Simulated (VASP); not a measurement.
The system is PtS2.

```
CELL_PARAMETERS angstrom
3.45741 0.00000 0.00000
-1.72871 2.99421 0.00000
0.00000 0.00000 4.98554
ATOMIC_POSITIONS crystal
Pt 0.00000 0.00000 0.00000
S 0.33333 0.66667 0.25398
S 0.66667 0.33333 0.74602
```

This cell differs from its parent crystal: strain -2.7%.

Base run:

| Property | Result |
| --- | --- |
| Program | VASP 6.6.1 |
| Functional | PBE |
| Potentials or basis | VASP PAW PBE potentials, release 64 (Pt, S) |
| Cutoff | 520 eV |
| k mesh | 12 × 12 × 6 |
| Occupations | fermi-dirac, width 0.02 eV |
| Spin | no spin polarisation |

Its results: band gap on the k mesh 0.57 eV, indirect (least direct gap 0.81 eV); pressure 10.5 GPa; largest force 0.101 eV/Å.

Task: The run is repeated on the same cell with these changes: functional from PBE to r2SCAN; occupations from fermi-dirac, width 0.02 eV to gaussian, width 0.01 eV. What comes out?

Result: Band gap on the k mesh 0.71 eV, indirect (least direct gap 0.98 eV); pressure 8.8 GPa; largest force 0.048 eV/Å.

Caveats: spin-orbit coupling is left out, which moves the levels of the heavy elements; the PAW data sets were made with another functional, which shifts forces and pressure a little (some runs).

A k mesh can miss the band edges.
